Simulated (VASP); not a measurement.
# Co3W2 (P-6m2) in VASP: a series of runs

Co3W2 is run at these levels: PBE; tasks: single point.

Program: VASP 6.6.1. These are calculated values, not measurements. Logs are shortened: lines on timing, memory, paths and dates and some standing lists are left out, and cuts for length are marked.

## (1) The cell of the first run

Symmetry: P-6m2, No. 187, hexagonal system. The conventional cell has a = 2.706 Å, b = 2.706 Å, c = 20.835 Å, α = 90.00°, β = 90.00°, γ = 120.00°. Co (site symmetry 3m) has 9 Co at 2.60 to 2.71 Å and 3 W at 2.60 Å within 3.4 Å. Co (site symmetry 3m) has 9 Co at 2.60 to 2.71 Å and 3 W at 2.60 Å within 3.4 Å. Within 3.4 Å of Co (site symmetry 3m) lie 12 Co at 2.60 to 2.71 Å. Within 3.4 Å of W (site symmetry -6m2) lie 12 W at 2.60 to 2.71 Å. W (site symmetry 3m) has 9 W at 2.60 to 2.71 Å and 3 Co at 2.60 Å within 3.4 Å. W (site symmetry -6m2) has 6 Co at 2.60 Å and 6 W at 2.71 Å within 3.4 Å.

## (2) Single point, PBE, collinear spin, ferromagnetic start

File INCAR:

```
SYSTEM = Co3W2
PREC = Accurate
ENCUT = 520
EDIFF = 1E-6
ISMEAR = 0
SIGMA = 0.1
LREAL = .False.
LASPH = .True.
NELM = 150
ALGO = Normal
ISIF = 2
LWAVE = .False.
LCHARG = .False.
ISPIN = 2
MAGMOM = 3 3 3 3 3 3 0 0 0 0
LORBIT = 11
LMAXMIX = 4
GGA = PE
NBANDS = 70
```

File KPOINTS:

```
regular mesh
0
Gamma
  6 6 1
  0 0 0
```

File POSCAR:

```
Co3W2
1.0
    2.7056265700      0.0000000000      0.0000000000
   -1.3528132800      2.3431413400      0.0000000000
    0.0000000000      0.0000000000     20.8352981100
Co W
6 4
Direct
    0.3333333300      0.6666666700      0.8000000000
    0.3333333300      0.6666666700      0.2000000000
    0.3333333300      0.6666666700      0.4000000000
    0.3333333300      0.6666666700      0.6000000000
    0.6666666700      0.3333333300      0.3000000000
    0.6666666700      0.3333333300      0.7000000000
    0.3333333300      0.6666666700      0.0000000000
    0.6666666700      0.3333333300      0.9000000000
    0.6666666700      0.3333333300      0.1000000000
    0.6666666700      0.3333333300      0.5000000000
```

Potentials or basis: VASP PAW PBE potentials, release 64 (Co, W_sv).

Started as:

```sh
cat potpaw_PBE.64/Co/POTCAR potpaw_PBE.64/W_sv/POTCAR > POTCAR
mpirun -np 1 vasp_std > vasp.out
```

OUTCAR:

```text
SYSTEM = Co3W2
   PREC = Accurate
   ENCUT = 520
   EDIFF = 1E-6
   ISMEAR = 0
   LREAL = .False.
   LASPH = .True.
   NELM = 150
   ISIF = 2
   ISPIN = 2
   LORBIT = 11
   GGA = PE

 ion  position               nearest neighbor table
   1  0.333  0.667  0.800-   6 2.60   8 2.60   6 2.60   8 2.60   6 2.60   8 2.60
   2  0.333  0.667  0.200-   5 2.60   9 2.60   5 2.60   9 2.60   5 2.60   9 2.60
   3  0.333  0.667  0.400-   5 2.60  10 2.60   5 2.60  10 2.60   5 2.60  10 2.60
   4  0.333  0.667  0.600-   6 2.60  10 2.60   6 2.60  10 2.60   6 2.60  10 2.60
   5  0.667  0.333  0.300-   2 2.60   3 2.60   2 2.60   3 2.60   2 2.60   3 2.60
   6  0.667  0.333  0.700-   1 2.60   4 2.60   1 2.60   4 2.60   1 2.60   4 2.60
   7  0.333  0.667  0.000-   8 2.60   9 2.60   8 2.60   9 2.60   8 2.60   9 2.60
   8  0.667  0.333  0.900-   1 2.60   7 2.60   1 2.60   7 2.60   1 2.60   7 2.60
   9  0.667  0.333  0.100-   2 2.60   7 2.60   2 2.60   7 2.60   2 2.60   7 2.60
  10  0.667  0.333  0.500-   3 2.60   4 2.60   3 2.60   4 2.60   3 2.60   4 2.60

  LATTYP: Found a hexagonal cell.
 ALAT       =     2.7056265700
 C/A-ratio  =     7.7007294137

  Lattice vectors:

 A1 = (   2.7056265700,   0.0000000000,   0.0000000000)
 A2 = (  -1.3528132800,   2.3431413400,   0.0000000000)
 A3 = (   0.0000000000,   0.0000000000,  20.8352981100)

Analysis of symmetry for initial positions (statically):
=====================================================================
 Subroutine PRICEL returns:
 Original cell was already a primitive cell.

 Routine SETGRP: Setting up the symmetry group for a
 hexagonal supercell.

 Subroutine GETGRP returns: Found 12 space group operations
 (whereof 12 operations were pure point group operations)
 out of a pool of 24 trial point group operations.

The static configuration has the point symmetry D_3h.

Analysis of symmetry for dynamics (positions and initial velocities):
=====================================================================
 Subroutine PRICEL returns:
 Original cell was already a primitive cell.

 Routine SETGRP: Setting up the symmetry group for a
 hexagonal supercell.

 Subroutine GETGRP returns: Found 12 space group operations
 (whereof 12 operations were pure point group operations)
 out of a pool of 24 trial point group operations.

The dynamic configuration has the point symmetry D_3h.

Analysis of structural, dynamic, and magnetic symmetry:
=====================================================================
 Subroutine PRICEL returns:
 Original cell was already a primitive cell.

 Routine SETGRP: Setting up the symmetry group for a
 hexagonal supercell.

 Subroutine GETGRP returns: Found 12 space group operations
 (whereof 12 operations were pure point group operations)
 out of a pool of 24 trial point group operations.

The overall configuration has the point symmetry D_3h.

 Subroutine INISYM returns: Found 12 space group operations
 (whereof 12 operations are pure point group operations),
 and found     1 'primitive' translations

----------------------------------------------------------------------------------------

                                     Primitive cell

  volume of cell :     132.0888

  direct lattice vectors                    reciprocal lattice vectors
     2.705626570  0.000000000  0.000000000     0.369600155  0.213388749  0.000000000
    -1.352813280  2.343141340  0.000000000     0.000000000  0.426777499  0.000000000
     0.000000000  0.000000000 20.835298110     0.000000000  0.000000000  0.047995474

  length of vectors
     2.705626570  2.705626565 20.835298110     0.426777498  0.426777499  0.047995474

  position of ions in fractional coordinates (direct lattice)
     0.333333330  0.666666670  0.800000000
     0.333333330  0.666666670  0.200000000
     0.333333330  0.666666670  0.400000000
     0.333333330  0.666666670  0.600000000
     0.666666670  0.333333330  0.300000000
     0.666666670  0.333333330  0.700000000
     0.333333330  0.666666670  0.000000000
     0.666666670  0.333333330  0.900000000
     0.666666670  0.333333330  0.100000000
     0.666666670  0.333333330  0.500000000

  ion indices of the primitive-cell ions
   primitive index   ion index
                 1           1
                 2           2
                 3           3
                 4           4
                 5           5
                 6           6
                 7           7
                 8           8
                 9           9
                10          10

----------------------------------------------------------------------------------------

 KPOINTS: regular mesh

Automatic generation of k-mesh.
 Grid dimensions read from file:
 generate k-points for:    6    6    1

 Generating k-lattice:

  Cartesian coordinates                     Fractional coordinates (reciprocal lattice)
     0.061600026  0.035564791  0.000000000     0.166666667  0.000000000  0.000000000
     0.000000000  0.071129583  0.000000000     0.000000000  0.166666667  0.000000000
     0.000000000  0.000000000  0.047995474     0.000000000  0.000000000  1.000000000

  Length of vectors
     0.071129583  0.071129583  0.047995474

  Shift w.r.t. Gamma in fractional coordinates (k-lattice)
     0.000000000  0.000000000  0.000000000

 Subroutine IBZKPT returns following result:
 ===========================================

 Found      7 irreducible k-points:

 Following reciprocal coordinates:
            Coordinates               Weight
  0.000000  0.000000  0.000000      1.000000
  0.166667 -0.000000  0.000000      6.000000
  0.333333  0.000000  0.000000      6.000000
  0.500000  0.000000  0.000000      3.000000
  0.166667  0.166667  0.000000      6.000000
  0.333333  0.166667  0.000000     12.000000
  0.333333  0.333333  0.000000      2.000000
   k-points           NKPTS =      7   k-points in BZ     NKDIM =      7   number of bands    NBANDS=     70
   number of dos      NEDOS =    301   number of ions     NIONS =     10
   total plane-waves  NPLWV =  64000
   dimension x,y,z NGX =    20 NGY =   20 NGZ =  160
   dimension x,y,z NGXF=    40 NGYF=   40 NGZF=  320
   ions per type =               6   4
   NGX,Y,Z   is equivalent  to a cutoff of  12.29, 12.29, 12.77 a.u.
   NGXF,Y,Z  is equivalent  to a cutoff of  24.58, 24.58, 25.53 a.u.
 SYSTEM =  Co3W2
   PREC   = accura    normal or accurate (medium, high low for compatibility)
   ISTART =      0    job   : 0-new  1-cont  2-samecut
   ICHARG =      2    charge: 1-file 2-atom 10-const
   ISPIN  =      2    spin polarized calculation?
   LNONCOLLINEAR =      F non collinear calculations
   LSORBIT =      F    spin-orbit coupling
   LASPH  =      T    aspherical Exc in radial PAW
   ENCUT  =  520.0 eV  38.22 Ry    6.18 a.u.   5.03  5.03 38.74*2*pi/ulx,y,z
   NELM   =    150;   NELMIN=  2; NELMDL= -5     # of ELM steps
   EDIFF  = 0.1E-05   stopping-criterion for ELM
   LREAL  =      F    real-space projection
   EDIFFG = 0.1E-04   stopping-criterion for IOM
   NSW    =      0    number of steps for IOM
   IBRION =     -1    ionic relax: 0-MD 1-quasi-New 2-CG
   NFREE  =      0    steps in history (QN), initial steepest desc. (CG)
   ISIF   =      2    stress and relaxation
   ISYM   =      2    0-nonsym 1-usesym 2-fastsym
   POTIM  = 0.5000    time-step for ionic-motion
   TEBEG  =    0.0;   TEEND  =   0.0 temperature during run
   PSTRESS=    0.0 pullay stress
   NELECT =     110.0000    total number of electrons
   NUPDOWN=      -1.0000    fix difference up-down
   EMIN   =  10.00;   EMAX   =-10.00  energy-range for DOS
   EFERMI =   0.00;   METHOD = LEGACY
   ISMEAR =     0;   SIGMA  =   0.10  broadening in eV -4-tet -1-fermi 0-gaus
   EFERMI_NEDOS =   21; number of points for ismear=-14 and -15
   IALGO  =     38    algorithm
   IMIX   =      4    mixing-type and parameters
     AMIX     =   0.40;   BMIX     =  1.00
     AMIX_MAG =   1.60;   BMIX_MAG =  1.00
  volume/ion in A,a.u.               =      13.21        89.14
  Fermi-wavevector in a.u.,A,eV,Ry     =   1.540223  2.910600 32.276938  2.372288
  Thomas-Fermi vector in A             =   2.646341
   LORBIT       =     11    0 simple, 1 ext, 2 COOP (PROOUT), +10 PAW based schemes
   GGA     = PE    functional components
   LHFCALC =     F    Hartree Fock is set to
   AEXX    =    0.0000 exact exchange contribution
   IVDW    =     0    specifies the selected vdW correction
   LEPSILON=     F    determine dielectric tensor
   LRPA    =     F    only Hartree local field effects (RPA)
 spin polarized calculation
 Gauss-broadening in eV      SIGMA  =   0.10
  energy-cutoff  :      520.00
  volume of cell :      132.09
 maximum number of plane-waves:      3609
 NGX is ok and might be reduce to    20
   NGX =  9   NGY =  9   NGZ = 77

 number of electron     110.0000024 magnetization      11.1318312

 number of electron     110.0000022 magnetization       7.8977524

 Free energy of the ion-electron system (eV)
  ---------------------------------------------------
  ext. energy  EPLUGINS =         0.00000000
  ---------------------------------------------------
  free energy    TOTEN  =       -88.79322446 eV

  energy without entropy =      -88.71865758  energy(sigma->0) =      -88.75594102

 E-fermi :  10.1528     XC(G=0): -13.2796

 val. band max:       10.1377863724   @ k =   0.5000   0.0000   0.0000
 cond. band min:      10.1664869869   @ k =   0.1667  -0.0000   0.0000
 fundamental gap:      0.0287006145
 Fermi energy:        10.1527597880

 spin component 1

 k-point     1 :       0.0000    0.0000    0.0000
  band No.  band energies     occupation
      1     -63.5473      1.00000
      2     -63.3056      1.00000
      3     -63.2680      1.00000
      4     -62.8792      1.00000
      5     -28.4809      1.00000
      6     -27.8646      1.00000
[... 59 lines left out ...]
     66      10.3818      0.00060
     67      10.3818      0.00060
[... 418 lines left out ...]
     66      14.2601      0.00000
     67      14.3161      0.00000
 Fermi energy:        10.1527597880

 spin component 2

 k-point     1 :       0.0000    0.0000    0.0000
  band No.  band energies     occupation
      1     -63.6164      1.00000
      2     -63.2983      1.00000
      3     -63.2634      1.00000
      4     -62.8476      1.00000
      5     -28.4545      1.00000
      6     -27.9770      1.00000
[... 59 lines left out ...]
     66      11.0163      0.00000
     67      11.0163      0.00000
[... 418 lines left out ...]
     66      14.8229      0.00000
     67      14.8800      0.00000
 [bands above 67 left out]

------------------------ aborting loop because EDIFF is reached ----------------------------------------

  FORCE on cell =-STRESS in cart. coord.  units (eV):
  Direction    XX          YY          ZZ          XY          YZ          ZX
  --------------------------------------------------------------------------------------
  -------------------------------------------------------------------------------------
  Total        7.8203617      7.8203617     14.2873339      0.0000000      0.0000000     -0.0000000
  in kB       94.8574322     94.8574320    173.2988643      0.0000002      0.0000000     -0.0000000
  external PRESSURE =     121.0045762 kB  Pullay stress =       0.0000000 kB

 VOLUME and BASIS-vectors are now :
 -----------------------------------------------------------------------------
  energy-cutoff  :      520.00
  volume of cell :      132.09
      direct lattice vectors                 reciprocal lattice vectors
     2.705626570  0.000000000  0.000000000     0.369600155  0.213388749  0.000000000
    -1.352813280  2.343141340  0.000000000     0.000000000  0.426777499  0.000000000
     0.000000000  0.000000000 20.835298110     0.000000000  0.000000000  0.047995474

 POSITION                                       TOTAL-FORCE (eV/Angst)
 -----------------------------------------------------------------------------------
     -0.00000      1.56209     16.66824         0.000000     -0.000000     -0.918145
     -0.00000      1.56209      4.16706         0.000000     -0.000000      0.918145
     -0.00000      1.56209      8.33412         0.000000     -0.000000     -0.835244
     -0.00000      1.56209     12.50118         0.000000     -0.000000      0.835244
      1.35281      0.78105      6.25059         0.000000      0.000000     -0.010909
      1.35281      0.78105     14.58471         0.000000      0.000000      0.010909
     -0.00000      1.56209      0.00000        -0.000000      0.000000      0.000000
      1.35281      0.78105     18.75177        -0.000000     -0.000000     -4.332276
      1.35281      0.78105      2.08353         0.000000      0.000000      4.332276
      1.35281      0.78105     10.41765        -0.000000      0.000000      0.000000
 -----------------------------------------------------------------------------------
    total drift:                               -0.000025      0.000014     -0.000000

  FREE ENERGIE OF THE ION-ELECTRON SYSTEM (eV)
  ---------------------------------------------------
  free  energy   TOTEN  =       -88.7932244595 eV

  energy  without entropy=      -88.7186575849  energy(sigma->0) =      -88.75594102

 total charge

# of ion       s       p       d       tot
------------------------------------------
    1        0.448   0.439   7.256   8.143
    2        0.448   0.439   7.256   8.143
    3        0.448   0.443   7.256   8.147
    4        0.448   0.443   7.256   8.147
    5        0.424   0.371   7.162   7.957
    6        0.424   0.371   7.162   7.957
    7        2.472   6.416   3.771  12.658
    8        2.455   6.350   3.621  12.426
    9        2.455   6.350   3.621  12.426
   10        2.436   6.326   3.437  12.199
--------------------------------------------------
tot         12.457  27.950  57.795  98.203

 magnetization (x)

# of ion       s       p       d       tot
------------------------------------------
    1       -0.007  -0.035   1.284   1.242
    2       -0.007  -0.035   1.284   1.242
    3       -0.006  -0.034   1.206   1.166
    4       -0.006  -0.034   1.206   1.166
    5       -0.009  -0.043   1.790   1.737
    6       -0.009  -0.043   1.790   1.737
    7        0.000   0.016   0.066   0.082
    8       -0.002  -0.010   0.015   0.002
    9       -0.002  -0.010   0.015   0.002
   10       -0.010  -0.032  -0.131  -0.173
--------------------------------------------------
tot         -0.057  -0.261   8.523   8.204
```

It took 5.7 min on 1 thread of Intel Xeon Platinum 8488C (Sapphire Rapids), shared host; peak memory 0.35 GiB.

Results:

| Property | Result |
| --- | --- |
| Free energy | -88.7932 eV |
| Pressure | 12.1 GPa |
| Largest force | 4.332 eV/Å |
| Net moment | 7.90 μB per cell |
| Site moments | Co +1.24, +1.17, +1.74 (each value once); W +0.08, +0.00, -0.17 (each value once) μB |
| Valence electrons inside the program's atomic spheres | Co 8.14, 8.15, 7.96 (each value once); W 12.66, 12.43, 12.20 (each value once) |

Forces in eV/Å, atoms in the order of the input:
```
Co   0.000  0.000 -0.918
Co   0.000  0.000  0.918
Co   0.000  0.000 -0.835
Co   0.000  0.000  0.835
Co   0.000  0.000 -0.011
Co   0.000  0.000  0.011
W    0.000  0.000  0.000
W    0.000  0.000 -4.332
W    0.000  0.000  4.332
W    0.000  0.000  0.000
```

Stress tensor (GPa, compression positive):
```
 9.49  0.00  0.00
 0.00  9.49  0.00
 0.00  0.00 17.33
```

Caveat: the k points lie up to 0.45 Å⁻¹ apart; spin-orbit coupling is left out, which moves the levels of the heavy elements; forces of over 1 eV/Å act on the atoms, so gaps and moduli don't describe the material at rest.

## (3) Single point, PBE, collinear spin, ferromagnetic start

This run uses another cell than the first one, of 13.30 Å³/atom.

File INCAR:

```
  ALGO = Normal
  EDIFF = 1E-6
  ENCUT = 520
  GGA = PE
  ISIF = 2
  ISMEAR = 0
  ISPIN = 2
  LASPH = True
  LCHARG = False
  LMAXMIX = 4
  LORBIT = 11
  LREAL = False
  LWAVE = False
  MAGMOM = 3 3 3 3 3 3 0 0 0 0
  NBANDS = 70
  NELM = 150
  PREC = Accurate
  SIGMA = 0.1
```

File KPOINTS:

```
k-points
0
Gamma
  6 6 1
```

File POSCAR:

```
Co3W2
1.0
    2.6891420966     -0.0000000029      0.0000000000
   -1.3445710458      2.3288653715      0.0000000000
    0.0000000000      0.0000000000     21.2303928710
Co W
6 4
Direct
    0.3333333333      0.6666666667      0.7820016477
    0.3333333333      0.6666666667      0.2179983523
    0.3333333333      0.6666666667      0.3996648347
    0.3333333333      0.6666666667      0.6003351653
    0.6666666667      0.3333333333      0.3089486021
    0.6666666667      0.3333333333      0.6910513979
    0.3333333333      0.6666666667      0.0000000000
    0.6666666667      0.3333333333      0.8818331685
    0.6666666667      0.3333333333      0.1181668315
    0.6666666667      0.3333333333      0.5000000000
```

Potentials or basis: VASP PAW PBE potentials, release 64 (Co, W_sv).

Started as:

```sh
cat potpaw_PBE.64/Co/POTCAR potpaw_PBE.64/W_sv/POTCAR > POTCAR
mpirun -np 1 vasp_std > vasp.out
```

Wall time 6.3 min (1 thread of Intel Xeon Platinum 8488C (Sapphire Rapids), shared host); peak memory 0.35 GiB.

It converged, with:

```
Free energy                                           : -91.0367 eV
Pressure                                              : 0.5 GPa
Largest force                                         : 0.033 eV/Å
Net moment                                            : 7.03 μB per cell
Site moments                                          : Co +0.97, +1.20, +1.64 (each value once); W +0.01, -0.07, -0.16 (each value once) μB
Valence electrons inside the program's atomic spheres : Co 8.21, 8.20, 8.10 (each value once); W 12.16, 12.19, 12.20 (each value once)
```

Forces on the atoms (eV/Å):
```
Co   0.000  0.000 -0.033
Co   0.000  0.000  0.033
Co   0.000  0.000 -0.022
Co   0.000  0.000  0.022
Co   0.000  0.000  0.003
Co   0.000  0.000 -0.003
W    0.000  0.000  0.000
W    0.000  0.000 -0.021
W    0.000  0.000  0.021
W    0.000  0.000  0.000
```

Stress tensor (GPa, compression positive):
```
 0.87  0.00  0.00
 0.00  0.87  0.00
 0.00  0.00 -0.28
```

Levels at points of the mesh, in eV from the Fermi level:
Spin up:
```tsv
k point	band 57	band 58	band 59	band 60	band 61	band 62
(0.00, 0.00, 0.00)	-0.90	-0.90	-0.25	-0.25	-0.05	-0.05
(0.50, 0.00, 0.00)	0.39	0.51	0.88	1.28	1.63	1.95
```
Spin down:
```csv
k point,band 49,band 50,band 51,band 52,band 53,band 54
"(0.00, 0.00, 0.00)",-0.51,-0.46,-0.44,-0.44,-0.27,-0.27
"(0.50, 0.00, 0.00)",0.39,0.43,0.61,0.62,0.75,0.79
```

Caveat: the k points lie up to 0.45 Å⁻¹ apart; spin-orbit coupling is left out, which moves the levels of the heavy elements.
